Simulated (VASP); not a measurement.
# AlN (Cmc2_1) in VASP: single point with PBE

Aim: the single point of AlN with PBE.

Program: VASP 6.6.1. These are calculated values, not measurements. Logs are shortened: lines on timing, memory, paths and dates and some standing lists are left out, and cuts for length are marked.

### Step 1. The cell of the first run

The typed cell holds 36 atoms: a = 9.389 Å, b = 9.389 Å, c = 5.017 Å, α = 90.00°, β = 90.00°, γ = 120.00°.

### Step 2. Single point, PBE

INCAR reads:

```
SYSTEM = AlN
ALGO = Normal
EDIFF = 1E-6
ENCUT = 520
GGA = PE
ISIF = 2
ISMEAR = -1
LASPH = .TRUE.
LCHARG = .FALSE.
LREAL = Auto
LWAVE = .FALSE.
NBANDS = 96
NELM = 80
PREC = Accurate
SIGMA = 0.01
```

KPOINTS reads:

```
Automatic mesh
0
Gamma
  2 2 4
  0.5 0.5 0.5
```

POSCAR reads:

```
AlN
1.0
    9.3892708700      0.0000000883      0.0000000000
   -4.6946355115      8.1313470508      0.0000000000
    0.0000000000      0.0000000000      5.0174032950
Al N
18 18
Direct
    0.2222792675      0.1110546307      0.4992814114
    0.1110546307      0.2222792675      0.9992814114
    0.2222792675      0.4443879641      0.4992814114
    0.1110546307      0.5556126009      0.9992814114
    0.2222792675      0.7777212974      0.4992814114
    0.1110546307      0.8889459342      0.9992814114
    0.5556126009      0.1110546307      0.4992814114
    0.4443879641      0.2222792675      0.9992814114
    0.5556126009      0.4443879641      0.4992814114
    0.4443879641      0.5556126009      0.9992814114
    0.5556126009      0.7777212974      0.4992814114
    0.4443879641      0.8889459342      0.9992814114
    0.8889459342      0.1110546307      0.4992814114
    0.7777212974      0.2222792675      0.9992814114
    0.8889459342      0.4443879641      0.4992814114
    0.7777212974      0.5556126009      0.9992814114
    0.8889459342      0.7777212974      0.4992814114
    0.7777212974      0.8889459342      0.9992814114
    0.2221135952      0.1112191732      0.8807185886
    0.1112191732      0.2221135952      0.3807185886
    0.2221135952      0.4445525065      0.8807185886
    0.1112191732      0.5554469286      0.3807185886
    0.2221135952      0.7778858399      0.8807185886
    0.1112191732      0.8887802619      0.3807185886
    0.5554469286      0.1112191732      0.8807185886
    0.4445525065      0.2221135952      0.3807185886
    0.5554469286      0.4445525065      0.8807185886
    0.4445525065      0.5554469286      0.3807185886
    0.5554469286      0.7778858399      0.8807185886
    0.4445525065      0.8887802619      0.3807185886
    0.8887802619      0.1112191732      0.8807185886
    0.7778858399      0.2221135952      0.3807185886
    0.8887802619      0.4445525065      0.8807185886
    0.7778858399      0.5554469286      0.3807185886
    0.8887802619      0.7778858399      0.8807185886
    0.7778858399      0.8887802619      0.3807185886
```

Potentials or basis: VASP PAW PBE potentials, release 64 (Al, N).

The run is started by

```bash
$ cat potpaw_PBE.64/Al/POTCAR potpaw_PBE.64/N/POTCAR > POTCAR
$ mpirun -np 1 vasp_std > vasp.out
```

OUTCAR:

```text
SYSTEM = AlN
   EDIFF = 1E-6
   ENCUT = 520
   GGA = PE
   ISIF = 2
   ISMEAR = -1
   LASPH = .TRUE.
   LREAL = Auto
   NELM = 80
   PREC = Accurate

 ion  position               nearest neighbor table
   1  0.222  0.111  0.499-  20 1.90  26 1.90  24 1.90  19 1.91   6 3.09   6 3.09   8 3.09   8 3.09
                             2 3.09   2 3.09  17 3.13   5 3.13  13 3.13   9 3.13   3 3.13   7 3.13
   2  0.111  0.222  0.999-  19 1.90  21 1.90  31 1.90  20 1.91  13 3.09  13 3.09   3 3.09   3 3.09
                             1 3.09   1 3.09  18 3.13   6 3.13  14 3.13  10 3.13   4 3.13   8 3.13
   3  0.222  0.444  0.499-  22 1.90  28 1.90  20 1.90  21 1.91   2 3.09   2 3.09  10 3.09  10 3.09
                             4 3.09   4 3.09   5 3.13  15 3.13  11 3.13  13 3.13   1 3.13   9 3.13
   4  0.111  0.556  0.999-  21 1.90  23 1.90  33 1.90  22 1.91   5 3.09   5 3.09  15 3.09  15 3.09
                             3 3.09   3 3.09   6 3.13  16 3.13  14 3.13  12 3.13   2 3.13  10 3.13
   5  0.222  0.778  0.499-  24 1.90  30 1.90  22 1.90  23 1.91   4 3.09   4 3.09  12 3.09  12 3.09
                             6 3.09   6 3.09  15 3.13   3 3.13   1 3.13  17 3.13   7 3.13  11 3.13
   6  0.111  0.889  0.999-  23 1.90  19 1.90  35 1.90  24 1.91   1 3.09   1 3.09  17 3.09  17 3.09
                             5 3.09   5 3.09  16 3.13   2 3.13   4 3.13  18 3.13   8 3.13  12 3.13
   7  0.556  0.111  0.499-  26 1.90  32 1.90  30 1.90  25 1.91  12 3.09  12 3.09  14 3.09  14 3.09
                             8 3.09   8 3.09  11 3.13  13 3.13  15 3.13   5 3.13   9 3.13   1 3.13
   8  0.444  0.222  0.999-  25 1.90  27 1.90  19 1.90  26 1.91   9 3.09   9 3.09   1 3.09   1 3.09
                             7 3.09   7 3.09  12 3.13  14 3.13  16 3.13   6 3.13  10 3.13   2 3.13
   9  0.556  0.444  0.499-  28 1.90  34 1.90  26 1.90  27 1.91  16 3.09  16 3.09   8 3.09   8 3.09
[... 23 lines left out ...]
  23  0.222  0.778  0.881-   6 1.90   4 1.90  12 1.90   5 1.91
  24  0.111  0.889  0.381-   5 1.90  17 1.90   1 1.90   6 1.91
[... 10 lines left out ...]
  35  0.889  0.778  0.881-  18 1.90  16 1.90   6 1.90  17 1.91
  36  0.778  0.889  0.381-  17 1.90  11 1.90  13 1.90  18 1.91

  LATTYP: Found a hexagonal cell.
 ALAT       =     9.3892708700
 C/A-ratio  =     0.5343762433

  Lattice vectors:

 A1 = (   9.3892708700,   0.0000000883,   0.0000000000)
 A2 = (  -4.6946355115,   8.1313470508,   0.0000000000)
 A3 = (   0.0000000000,   0.0000000000,   5.0174032950)

Analysis of symmetry for initial positions (statically):
=====================================================================
 Subroutine PRICEL returns following result:

  LATTYP: Found a hexagonal cell.
 ALAT       =     3.1297569573
 C/A-ratio  =     1.6031287296

  Lattice vectors:

 A1 = (   3.1297569573,   0.0000000294,   0.0000000000)
 A2 = (  -1.5648785037,   2.7104490167,   0.0000000000)
 A3 = (   0.0000000000,   0.0000000000,   5.0174032950)

   9 primitive cells build up your supercell.

 Routine SETGRP: Setting up the symmetry group for a
 hexagonal supercell.

 Subroutine GETGRP returns: Found  4 space group operations
 (whereof  2 operations were pure point group operations)
 out of a pool of 24 trial point group operations.

The static configuration has the point symmetry C_1h.
 The point group associated with its full space group is C_2v.

Analysis of symmetry for dynamics (positions and initial velocities):
=====================================================================
 Subroutine PRICEL returns following result:

  LATTYP: Found a hexagonal cell.
 ALAT       =     3.1297569573
 C/A-ratio  =     1.6031287296

  Lattice vectors:

 A1 = (   3.1297569573,   0.0000000294,   0.0000000000)
 A2 = (  -1.5648785037,   2.7104490167,   0.0000000000)
 A3 = (   0.0000000000,   0.0000000000,   5.0174032950)

   9 primitive cells build up your supercell.

 Routine SETGRP: Setting up the symmetry group for a
 hexagonal supercell.

 Subroutine GETGRP returns: Found  4 space group operations
 (whereof  2 operations were pure point group operations)
 out of a pool of 24 trial point group operations.

The dynamic configuration has the point symmetry C_1h.
 The point group associated with its full space group is C_2v.

 Subroutine INISYM returns: Found  4 space group operations
 (whereof  2 operations are pure point group operations),
 and found     9 'primitive' translations

----------------------------------------------------------------------------------------

                                     Primitive cell

  volume of cell :      42.5629

  direct lattice vectors                    reciprocal lattice vectors
     3.129756957  0.000000029  0.000000000     0.319513626  0.184471282  0.000000000
    -1.564878504  2.710449017  0.000000000    -0.000000003  0.368942558  0.000000000
     0.000000000  0.000000000  5.017403295     0.000000000  0.000000000  0.199306283

  length of vectors
     3.129756957  3.129756956  5.017403295     0.368942558  0.368942558  0.199306283

  position of ions in fractional coordinates (direct lattice)
     0.666837802  0.333163892  0.499281411
     0.333163892  0.666837803  0.999281411
     0.666340785  0.333657520  0.880718589
     0.333657520  0.666340786  0.380718589

  ion indices of the primitive-cell ions
   primitive index   ion index
                 1           1
                 2           2
                 3          19
                 4          20

----------------------------------------------------------------------------------------

 KPOINTS: Automatic mesh

Automatic generation of k-mesh.
 Grid dimensions read from file:
 generate k-points for:    2    2    4

 Generating k-lattice:

  Cartesian coordinates                     Fractional coordinates (reciprocal lattice)
     0.053252271  0.030745214  0.000000000     0.500000000 -0.000000000  0.000000000
    -0.000000001  0.061490426  0.000000000     0.000000000  0.500000000  0.000000000
     0.000000000  0.000000000  0.049826571     0.000000000  0.000000000  0.250000000

  Length of vectors
     0.061490426  0.061490426  0.049826571

  Shift w.r.t. Gamma in fractional coordinates (k-lattice)
     0.500000000  0.500000000  0.500000000

 Subroutine IBZKPT returns following result:
 ===========================================

 Found      8 irreducible k-points:

 Following reciprocal coordinates:
            Coordinates               Weight
  0.250000  0.250000  0.125000      4.000000
 -0.250000  0.500000  0.125000      8.000000
 -0.250000  0.250000  0.125000      4.000000
 -0.250000  0.000000  0.125000      8.000000
  0.250000  0.250000  0.375000      4.000000
 -0.250000  0.500000  0.375000      8.000000
 -0.250000  0.250000  0.375000      4.000000
 -0.250000  0.000000  0.375000      8.000000
   k-points           NKPTS =      8   k-points in BZ     NKDIM =      8   number of bands    NBANDS=     96
   number of dos      NEDOS =    301   number of ions     NIONS =     36
   total plane-waves  NPLWV = 196000
   dimension x,y,z NGX =    70 NGY =   70 NGZ =   40
   dimension x,y,z NGXF=   140 NGYF=  140 NGZF=   80
   ions per type =              18  18
   NGX,Y,Z   is equivalent  to a cutoff of  12.39, 12.39, 13.25 a.u.
   NGXF,Y,Z  is equivalent  to a cutoff of  24.79, 24.79, 26.51 a.u.
 SYSTEM =  AlN
   PREC   = accura    normal or accurate (medium, high low for compatibility)
   ISTART =      0    job   : 0-new  1-cont  2-samecut
   ICHARG =      2    charge: 1-file 2-atom 10-const
   ISPIN  =      1    spin polarized calculation?
   LNONCOLLINEAR =      F non collinear calculations
   LSORBIT =      F    spin-orbit coupling
   LASPH  =      T    aspherical Exc in radial PAW
   ENCUT  =  520.0 eV  38.22 Ry    6.18 a.u.  17.46 17.46  9.33*2*pi/ulx,y,z
   NELM   =     80;   NELMIN=  2; NELMDL= -5     # of ELM steps
   EDIFF  = 0.1E-05   stopping-criterion for ELM
   LREAL  =      T    real-space projection
   EDIFFG = 0.1E-04   stopping-criterion for IOM
   NSW    =      0    number of steps for IOM
   IBRION =     -1    ionic relax: 0-MD 1-quasi-New 2-CG
   NFREE  =      0    steps in history (QN), initial steepest desc. (CG)
   ISIF   =      2    stress and relaxation
   ISYM   =      2    0-nonsym 1-usesym 2-fastsym
   POTIM  = 0.5000    time-step for ionic-motion
   TEBEG  =    0.0;   TEEND  =   0.0 temperature during run
   PSTRESS=    0.0 pullay stress
   NELECT =     144.0000    total number of electrons
   NUPDOWN=      -1.0000    fix difference up-down
   EMIN   =  10.00;   EMAX   =-10.00  energy-range for DOS
   EFERMI =   0.00;   METHOD = LEGACY
   ISMEAR =    -1;   SIGMA  =   0.01  broadening in eV -4-tet -1-fermi 0-gaus
   EFERMI_NEDOS =   21; number of points for ismear=-14 and -15
   IALGO  =     38    algorithm
   IMIX   =      4    mixing-type and parameters
     AMIX     =   0.40;   BMIX     =  1.00
     AMIX_MAG =   1.60;   BMIX_MAG =  1.00
  volume/ion in A,a.u.               =      10.64        71.81
  Fermi-wavevector in a.u.,A,eV,Ry     =   1.181511  2.232733 18.993310  1.395969
  Thomas-Fermi vector in A             =   2.317783
   LORBIT       =      0    0 simple, 1 ext, 2 COOP (PROOUT), +10 PAW based schemes
   GGA     = PE    functional components
[... 5 lines left out ...]
 non-spin polarized calculation
  energy-cutoff  :      520.00
  volume of cell :      383.07
 maximum number of plane-waves:     10326
 NGX is ok and might be reduce to    70
   NGX = 35   NGY = 35   NGZ = 19

 number of electron     143.9999984 magnetization

 Free energy of the ion-electron system (eV)
  ---------------------------------------------------
  ext. energy  EPLUGINS =         0.00000000
  ---------------------------------------------------
  free energy    TOTEN  =      -268.03210972 eV

  energy without entropy =     -268.03210972  energy(sigma->0) =     -268.03210972

 E-fermi :   6.0586     XC(G=0): -10.8289

 val. band max:        5.7774027821   @ k =  -0.2500   0.2500   0.1250
 cond. band min:      10.6777351549   @ k =  -0.2500   0.2500   0.1250
 fundamental gap:      4.9003323728
 Fermi energy:         6.0585599972

 k-point     1 :       0.2500    0.2500    0.1250
  band No.  band energies     occupation
      1      -8.7891      2.00000
      2      -8.4688      2.00000
      3      -8.4688      2.00000
      4      -7.6554      2.00000
      5      -7.6554      2.00000
      6      -7.2465      2.00000
[... 685 lines left out ...]
     83      12.3044      0.00000
     84      12.3085      0.00000
 [bands above 84 left out]

------------------------ aborting loop because EDIFF is reached ----------------------------------------

  FORCE on cell =-STRESS in cart. coord.  units (eV):
  Direction    XX          YY          ZZ          XY          YZ          ZX
  --------------------------------------------------------------------------------------
  -------------------------------------------------------------------------------------
  Total       -0.4296241     -0.6104559     -0.2515192     -0.1566049      0.0000000     -0.0000000
  in kB       -1.7969080     -2.5532391     -1.0519821     -0.6550019      0.0000000     -0.0000000
  external PRESSURE =      -1.8007097 kB  Pullay stress =       0.0000000 kB

 VOLUME and BASIS-vectors are now :
 -----------------------------------------------------------------------------
  energy-cutoff  :      520.00
  volume of cell :      383.07
      direct lattice vectors                 reciprocal lattice vectors
     9.389270870  0.000000088  0.000000000     0.106504542  0.061490427  0.000000000
    -4.694635511  8.131347051  0.000000000    -0.000000001  0.122980853  0.000000000
     0.000000000  0.000000000  5.017403295     0.000000000  0.000000000  0.199306283

 POSITION                                       TOTAL-FORCE (eV/Angst)
 -----------------------------------------------------------------------------------
      1.56568      0.90302      2.50510         0.004960     -0.002863     -0.004966
     -0.00080      1.80743      5.01380        -0.004960      0.002863     -0.004966
      0.00080      3.61347      2.50510         0.004960     -0.002863     -0.004966
     -1.56568      4.51788      5.01380        -0.004960      0.002863     -0.004966
     -1.56408      6.32392      2.50510         0.004960     -0.002863     -0.004966
     -3.13056      7.22833      5.01380        -0.004960      0.002863     -0.004966
[... 28 lines left out ...]
      4.69311      6.32526      4.41892         0.014957     -0.008635      0.004966
      3.13128      7.22698      1.91022        -0.014957      0.008635      0.004966
 -----------------------------------------------------------------------------------
    total drift:                                0.034702      0.041700      0.012423

  FREE ENERGIE OF THE ION-ELECTRON SYSTEM (eV)
  ---------------------------------------------------
  free  energy   TOTEN  =      -268.0321097197 eV

  energy  without entropy=     -268.0321097197  energy(sigma->0) =     -268.03210972
```

It took 13 min on 1 thread of Intel Xeon 8259CL, shared host; peak memory 0.54 GiB.

Results:

| Quantity | Value |
| --- | --- |
| Free energy | -268.0321 eV |
| Pressure | -0.2 GPa |
| Largest force | 0.018 eV/Å |
| Band gap on the k mesh | 4.90 eV |

Forces on the atoms (eV/Å):
```
Al   0.005 -0.003 -0.005
Al  -0.005  0.003 -0.005
Al   0.005 -0.003 -0.005
Al  -0.005  0.003 -0.005
Al   0.005 -0.003 -0.005
Al  -0.005  0.003 -0.005
Al   0.005 -0.003 -0.005
Al  -0.005  0.003 -0.005
Al   0.005 -0.003 -0.005
Al  -0.005  0.003 -0.005
Al   0.005 -0.003 -0.005
Al  -0.005  0.003 -0.005
Al   0.005 -0.003 -0.005
Al  -0.005  0.003 -0.005
Al   0.005 -0.003 -0.005
Al  -0.005  0.003 -0.005
Al   0.005 -0.003 -0.005
Al  -0.005  0.003 -0.005
N    0.015 -0.009  0.005
N   -0.015  0.009  0.005
N    0.015 -0.009  0.005
N   -0.015  0.009  0.005
N    0.015 -0.009  0.005
N   -0.015  0.009  0.005
N    0.015 -0.009  0.005
N   -0.015  0.009  0.005
N    0.015 -0.009  0.005
N   -0.015  0.009  0.005
N    0.015 -0.009  0.005
N   -0.015  0.009  0.005
N    0.015 -0.009  0.005
N   -0.015  0.009  0.005
N    0.015 -0.009  0.005
N   -0.015  0.009  0.005
N    0.015 -0.009  0.005
N   -0.015  0.009  0.005
```

Levels at points of the mesh, in eV from the valence-band top:
```csv
k point,band 69,band 70,band 71,band 72,band 73,band 74,band 75,band 76
"(0.25, 0.25, 0.12)",-0.17,-0.16,-0.16,-0.03,5.46,5.72,5.74,5.74
```

Caveat: a shifted mesh leaves out Γ, where band edges can lie. A k mesh can miss the band edges.
